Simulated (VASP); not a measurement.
# P (I-4m2) in VASP: single point with PBE

Aim: the single point of P with PBE.

All numbers are computed with VASP 6.6.1; they aren't measurements. Logs are shortened: lines on timing, memory, paths and dates and some standing lists are left out, and cuts for length are marked.

**1. The cell of the first run**

Symmetry: I-4m2, No. 119, tetragonal system. The conventional cell has a = 5.077 Å, b = 5.077 Å, c = 8.560 Å, α = 90.00°, β = 90.00°, γ = 90.00°. P (site symmetry -4m2) has 4 P at 2.10 Å within 2.8 Å. P (site symmetry m) has 4 P at 2.09 to 2.21 Å within 2.8 Å.

The cell was built from a structure type or drawn by symmetry, and may not be a known phase.

**2. Single point, PBE**

File INCAR:

```
SYSTEM = P
PREC = Accurate ; ENCUT = 520
EDIFF = 1E-7 ; ISMEAR = 0
SIGMA = 0.1 ; LREAL = .False.
LASPH = .True. ; NELM = 80
ALGO = Normal ; ISIF = 2
LWAVE = .False. ; LCHARG = .False.
GGA = PE ; NBANDS = 20
```

File KPOINTS:

```
Automatic mesh
0
Gamma
  6 6 6
  0 0 0
```

File POSCAR:

```
P
1.0
   -2.5387083000      2.5387083000      4.2797784000
    2.5387083000     -2.5387083000      4.2797784000
    2.5387083000      2.5387083000     -4.2797784000
P
5
Direct
    0.0000000000      0.0000000000      0.0000000000
    0.9937702400      0.7877773100      0.2059929300
    0.2122226900      0.4182156200      0.2059929300
    0.2122226900      0.0062297600      0.7940070700
    0.5817843800      0.7877773100      0.7940070700
```

Potentials or basis: VASP PAW PBE potentials, release 64 (P).

On the command line:

```console
$ cat potpaw_PBE.64/P/POTCAR > POTCAR
$ mpirun -np 1 vasp_std > vasp.out
```

OUTCAR:

```text
SYSTEM = P
   PREC = Accurate
   ENCUT = 520
   EDIFF = 1E-7
   ISMEAR = 0
   LREAL = .False.
   LASPH = .True.
   NELM = 80
   ISIF = 2
   GGA = PE

 ion  position               nearest neighbor table
   1  0.000  0.000  0.000-   2 2.10   3 2.10   4 2.10   5 2.10
   2  0.994  0.788  0.206-   5 2.09   1 2.10   3 2.21   4 2.21
   3  0.212  0.418  0.206-   4 2.09   1 2.10   2 2.21   5 2.21
   4  0.212  0.006  0.794-   3 2.09   1 2.10   5 2.21   2 2.21
   5  0.582  0.788  0.794-   2 2.09   1 2.10   4 2.21   3 2.21

  LATTYP: Found a body centered tetragonal cell.
 ALAT       =     5.0774166000
 C/A-ratio  =     1.6858094331

  Lattice vectors:

 A1 = (  -2.5387083000,   2.5387083000,   4.2797784000)
 A2 = (   2.5387083000,  -2.5387083000,   4.2797784000)
 A3 = (   2.5387083000,   2.5387083000,  -4.2797784000)

Analysis of symmetry for initial positions (statically):
=====================================================================
 Subroutine PRICEL returns:
 Original cell was already a primitive cell.

 Routine SETGRP: Setting up the symmetry group for a
 body centered tetragonal supercell.

 Subroutine GETGRP returns: Found  8 space group operations
 (whereof  8 operations were pure point group operations)
 out of a pool of 16 trial point group operations.

The static configuration has the point symmetry D_2d.

Analysis of symmetry for dynamics (positions and initial velocities):
=====================================================================
 Subroutine PRICEL returns:
 Original cell was already a primitive cell.

 Routine SETGRP: Setting up the symmetry group for a
 body centered tetragonal supercell.

 Subroutine GETGRP returns: Found  8 space group operations
 (whereof  8 operations were pure point group operations)
 out of a pool of 16 trial point group operations.

The dynamic configuration has the point symmetry D_2d.

 Subroutine INISYM returns: Found  8 space group operations
 (whereof  8 operations are pure point group operations),
 and found     1 'primitive' translations

----------------------------------------------------------------------------------------

                                     Primitive cell

  volume of cell :     110.3334

  direct lattice vectors                    reciprocal lattice vectors
    -2.538708300  2.538708300  4.279778400     0.000000000  0.196950552  0.116828479
     2.538708300 -2.538708300  4.279778400     0.196950552  0.000000000  0.116828479
     2.538708300  2.538708300 -4.279778400     0.196950552  0.196950552  0.000000000

  length of vectors
     5.586285243  5.586285243  5.586285243     0.228994352  0.228994352  0.278530141

  position of ions in fractional coordinates (direct lattice)
     0.000000000  0.000000000  0.000000000
     0.993770240  0.787777310  0.205992930
     0.212222690  0.418215620  0.205992930
     0.212222690  0.006229760  0.794007070
     0.581784380  0.787777310  0.794007070

  ion indices of the primitive-cell ions
   primitive index   ion index
                 1           1
                 2           2
                 3           3
                 4           4
                 5           5

----------------------------------------------------------------------------------------

 KPOINTS: Automatic mesh

Automatic generation of k-mesh.
 Grid dimensions read from file:
 generate k-points for:    6    6    6

 Generating k-lattice:

  Cartesian coordinates                     Fractional coordinates (reciprocal lattice)
     0.000000000  0.032825092  0.019471413     0.166666667  0.000000000  0.000000000
     0.032825092  0.000000000  0.019471413     0.000000000  0.166666667  0.000000000
     0.032825092  0.032825092  0.000000000     0.000000000  0.000000000  0.166666667

  Length of vectors
     0.038165725  0.038165725  0.046421690

  Shift w.r.t. Gamma in fractional coordinates (k-lattice)
     0.000000000  0.000000000  0.000000000

 Subroutine IBZKPT returns following result:
 ===========================================

 Found     30 irreducible k-points:

 Following reciprocal coordinates:
            Coordinates               Weight
  0.000000  0.000000  0.000000      1.000000
  0.166667  0.000000  0.000000      8.000000
  0.333333  0.000000  0.000000      8.000000
  0.500000 -0.000000  0.000000      4.000000
  0.166667  0.166667  0.000000      8.000000
  0.333333  0.166667  0.000000     16.000000
[... 16 lines left out ...]
 -0.333333 -0.333333  0.166667      8.000000
 -0.166667 -0.333333  0.166667      8.000000
 [... further k-points ...]
   k-points           NKPTS =     30   k-points in BZ     NKDIM =     30   number of bands    NBANDS=     20
   number of dos      NEDOS =    301   number of ions     NIONS =      5
   total plane-waves  NPLWV =  74088
   dimension x,y,z NGX =    42 NGY =   42 NGZ =   42
   dimension x,y,z NGXF=    84 NGYF=   84 NGZF=   84
   ions per type =               5
   NGX,Y,Z   is equivalent  to a cutoff of  12.50, 12.50, 12.50 a.u.
   NGXF,Y,Z  is equivalent  to a cutoff of  25.00, 25.00, 25.00 a.u.
 SYSTEM =  P
   PREC   = accura    normal or accurate (medium, high low for compatibility)
   ISTART =      0    job   : 0-new  1-cont  2-samecut
   ICHARG =      2    charge: 1-file 2-atom 10-const
   ISPIN  =      1    spin polarized calculation?
   LNONCOLLINEAR =      F non collinear calculations
   LSORBIT =      F    spin-orbit coupling
   LASPH  =      T    aspherical Exc in radial PAW
   ENCUT  =  520.0 eV  38.22 Ry    6.18 a.u.  10.39 10.39 10.39*2*pi/ulx,y,z
   NELM   =     80;   NELMIN=  2; NELMDL= -5     # of ELM steps
   EDIFF  = 0.1E-06   stopping-criterion for ELM
   LREAL  =      F    real-space projection
   EDIFFG = 0.1E-05   stopping-criterion for IOM
   NSW    =      0    number of steps for IOM
   IBRION =     -1    ionic relax: 0-MD 1-quasi-New 2-CG
   NFREE  =      0    steps in history (QN), initial steepest desc. (CG)
   ISIF   =      2    stress and relaxation
   ISYM   =      2    0-nonsym 1-usesym 2-fastsym
   POTIM  = 0.5000    time-step for ionic-motion
   TEBEG  =    0.0;   TEEND  =   0.0 temperature during run
   PSTRESS=    0.0 pullay stress
   NELECT =      25.0000    total number of electrons
   NUPDOWN=      -1.0000    fix difference up-down
   EMIN   =  10.00;   EMAX   =-10.00  energy-range for DOS
   EFERMI =   0.00;   METHOD = LEGACY
   ISMEAR =     0;   SIGMA  =   0.10  broadening in eV -4-tet -1-fermi 0-gaus
   EFERMI_NEDOS =   21; number of points for ismear=-14 and -15
   IALGO  =     38    algorithm
   IMIX   =      4    mixing-type and parameters
     AMIX     =   0.40;   BMIX     =  1.00
     AMIX_MAG =   1.60;   BMIX_MAG =  1.00
  volume/ion in A,a.u.               =      22.07       148.91
  Fermi-wavevector in a.u.,A,eV,Ry     =   0.998051  1.886042 13.552830  0.996105
  Thomas-Fermi vector in A             =   2.130248
   LORBIT       =      0    0 simple, 1 ext, 2 COOP (PROOUT), +10 PAW based schemes
   GGA     = PE    functional components
   LHFCALC =     F    Hartree Fock is set to
   AEXX    =    0.0000 exact exchange contribution
   IVDW    =     0    specifies the selected vdW correction
   LEPSILON=     F    determine dielectric tensor
   LRPA    =     F    only Hartree local field effects (RPA)
 non-spin polarized calculation
 Gauss-broadening in eV      SIGMA  =   0.10
  energy-cutoff  :      520.00
  volume of cell :      110.33
 maximum number of plane-waves:      3000
 NGX is ok and might be reduce to    42
   NGX = 21   NGY = 21   NGZ = 21

 number of electron      24.9999999 magnetization

 Free energy of the ion-electron system (eV)
  ---------------------------------------------------
  ext. energy  EPLUGINS =         0.00000000
  ---------------------------------------------------
  free energy    TOTEN  =       -22.44439180 eV

  energy without entropy =      -22.42935451  energy(sigma->0) =      -22.43687316

 E-fermi :   5.5341     XC(G=0):  -8.5166

 val. band max:        5.5058914170   @ k =   0.3333   0.1667   0.1667
 cond. band min:       5.5356002461   @ k =  -0.1667   0.1667   0.0000
 fundamental gap:      0.0297088291
 Fermi energy:         5.5341012031

 k-point     1 :       0.0000    0.0000    0.0000
  band No.  band energies     occupation
      1     -11.8190      2.00000
      2      -8.2464      2.00000
      3      -6.6154      2.00000
      4      -4.9086      2.00000
      5      -4.9086      2.00000
      6      -1.7822      2.00000
[... 12 lines left out ...]
     19       9.6886      0.00000
     20      10.0193      0.00000

 k-point     2 :       0.1667    0.0000    0.0000
  band No.  band energies     occupation
      1     -11.6957      2.00000
      2      -8.6085      2.00000
      3      -6.7717      2.00000
      4      -4.9053      2.00000
      5      -4.4857      2.00000
      6      -1.6976      2.00000
[... 12 lines left out ...]
     19       9.8432      0.00000
     20      10.3210      0.00000

 k-point     3 :       0.3333    0.0000    0.0000
  band No.  band energies     occupation
      1     -11.3688      2.00000
      2      -9.3386      2.00000
      3      -6.9337      2.00000
      4      -4.8973      2.00000
      5      -3.9235      2.00000
      6      -1.5051      2.00000
[... 12 lines left out ...]
     19       9.7709      0.00000
     20      10.4815      0.00000

 k-point     4 :       0.5000   -0.0000    0.0000
  band No.  band energies     occupation
      1     -11.1120      2.00000
      2      -9.7679      2.00000
      3      -6.9886      2.00000
      4      -4.8927      2.00000
      5      -3.7311      2.00000
      6      -1.4418      2.00000
[... 12 lines left out ...]
     19       9.9241      0.00000
     20      10.1623      0.00000

 k-point     5 :       0.1667    0.1667    0.0000
  band No.  band energies     occupation
      1     -11.5146      2.00000
      2      -9.0446      2.00000
      3      -6.9307      2.00000
      4      -4.7316      2.00000
      5      -4.1970      2.00000
      6      -1.6870      2.00000
[... 12 lines left out ...]
     19       9.8430      0.00000
     20      10.4996      0.00000

 k-point     6 :       0.3333    0.1667    0.0000
  band No.  band energies     occupation
      1     -11.1646      2.00000
      2      -9.6000      2.00000
      3      -7.2894      2.00000
      4      -4.7055      2.00000
      5      -3.5833      2.00000
      6      -1.4425      2.00000
[... 12 lines left out ...]
     19      10.0328      0.00000
     20      10.2883      0.00000

 k-point     7 :       0.5000    0.1667    0.0000
  band No.  band energies     occupation
      1     -11.0371      2.00000
      2      -9.7145      2.00000
      3      -7.5048      2.00000
      4      -4.6623      2.00000
      5      -3.3987      2.00000
      6      -1.2862      2.00000
[... 12 lines left out ...]
     19       9.8840      0.00000
     20      10.2843      0.00000
[... 277 lines left out ...]
 k-point    20 :       0.5000    0.5000    0.1667
  band No.  band energies     occupation
      1     -10.6746      2.00000
      2     -10.0736      2.00000
      3      -7.8469      2.00000
      4      -4.6777      2.00000
      5      -2.3503      2.00000
      6      -2.0695      2.00000
[... 12 lines left out ...]
     19       9.4340      0.00000
     20      10.3143      0.00000

 k-point    21 :      -0.3333    0.5000    0.1667
  band No.  band energies     occupation
      1     -10.8262      2.00000
      2     -10.1461      2.00000
      3      -7.1290      2.00000
      4      -4.8624      2.00000
      5      -3.2238      2.00000
      6      -1.8602      2.00000
[... 12 lines left out ...]
     19       9.6076      0.00000
     20      10.2232      0.00000

 k-point    22 :      -0.1667    0.5000    0.1667
  band No.  band energies     occupation
      1     -11.0811      2.00000
      2      -9.9024      2.00000
      3      -6.7100      2.00000
      4      -4.9733      2.00000
      5      -3.7842      2.00000
      6      -1.7758      2.00000
[... 12 lines left out ...]
     19       9.7900      0.00000
     20      10.2143      0.00000

 k-point    23 :      -0.3333   -0.3333    0.1667
  band No.  band energies     occupation
      1     -11.1591      2.00000
      2      -9.8377      2.00000
      3      -6.5536      2.00000
      4      -4.9534      2.00000
      5      -3.8022      2.00000
      6      -2.2753      2.00000
[... 12 lines left out ...]
     19       9.4049      0.00000
     20       9.6883      0.00000

 k-point    24 :      -0.1667   -0.3333    0.1667
  band No.  band energies     occupation
      1     -11.4467      2.00000
      2      -9.3851      2.00000
      3      -6.2262      2.00000
      4      -5.0166      2.00000
      5      -4.3762      2.00000
      6      -2.2054      2.00000
[... 12 lines left out ...]
     19       9.4764      0.00000
     20       9.8863      0.00000

 [... further k-points ...]

------------------------ aborting loop because EDIFF is reached ----------------------------------------

  FORCE on cell =-STRESS in cart. coord.  units (eV):
  Direction    XX          YY          ZZ          XY          YZ          ZX
  --------------------------------------------------------------------------------------
  -------------------------------------------------------------------------------------
  Total       11.8852546     11.8852546     10.8279397      0.0000000      0.0000000     -0.0000000
  in kB      172.5886341    172.5886341    157.2351103      0.0000000      0.0000000     -0.0000000
  external PRESSURE =     167.4707928 kB  Pullay stress =       0.0000000 kB

 VOLUME and BASIS-vectors are now :
 -----------------------------------------------------------------------------
  energy-cutoff  :      520.00
  volume of cell :      110.33
      direct lattice vectors                 reciprocal lattice vectors
    -2.538708300  2.538708300  4.279778400     0.000000000  0.196950552  0.116828479
     2.538708300 -2.538708300  4.279778400     0.196950552  0.000000000  0.116828479
     2.538708300  2.538708300 -4.279778400     0.196950552  0.196950552  0.000000000

 POSITION                                       TOTAL-FORCE (eV/Angst)
 -----------------------------------------------------------------------------------
      0.00000      0.00000      0.00000        -0.000000     -0.000000     -0.000000
     -0.00000      1.04591      6.74302         0.000000      1.775882     -0.767620
      1.04591     -0.00000      1.81653         1.775882     -0.000000      0.767620
      1.49280      2.53871     -2.46325        -1.775882     -0.000000      0.767620
      2.53871      1.49280      2.46325         0.000000     -1.775882     -0.767620
 -----------------------------------------------------------------------------------
    total drift:                                0.000000     -0.000000      0.000000

  FREE ENERGIE OF THE ION-ELECTRON SYSTEM (eV)
  ---------------------------------------------------
  free  energy   TOTEN  =       -22.4443918016 eV

  energy  without entropy=      -22.4293545118  energy(sigma->0) =      -22.43687316
```

Run time: 41 s. Hardware: 1 thread of Intel Xeon 6975P-C (Granite Rapids), shared host; peak memory 0.26 GiB.

What came out:

```
Free energy            : -22.4444 eV
Pressure               : 16.7 GPa
Largest force          : 1.935 eV/Å
Band gap on the k mesh : zero (an odd number of electrons rules out a gap without spin polarisation)
```

Forces on the atoms (eV/Å):
```
P    0.000  0.000  0.000
P    0.000  1.776 -0.768
P    1.776  0.000  0.768
P   -1.776  0.000  0.768
P    0.000 -1.776 -0.768
```

Levels at points of the mesh, in eV from the Fermi level:
| k point | band 10 | band 11 | band 12 | band 13 | band 14 | band 15 | band 16 | band 17 |
| --- | --- | --- | --- | --- | --- | --- | --- | --- |
| (0.00, 0.00, 0.00) | -4.53 | -0.75 | -0.62 | -0.62 | 0.06 | 3.50 | 3.50 | 3.67 |
| (0.50, 0.00, 0.00) | -4.38 | -2.32 | -1.17 | -0.13 | 0.15 | 1.49 | 3.29 | 3.44 |
| (0.50, 0.50, 0.00) | -3.95 | -2.44 | -1.93 | -0.24 | 0.06 | 2.53 | 2.59 | 2.93 |
| (0.50, 0.50, 0.50) | -4.14 | -2.71 | -2.71 | -2.64 | 1.87 | 2.04 | 2.04 | 2.63 |

Caveat: the cell stands under pressure; forces of over 1 eV/Å act on the atoms, so gaps and moduli don't describe the material at rest.
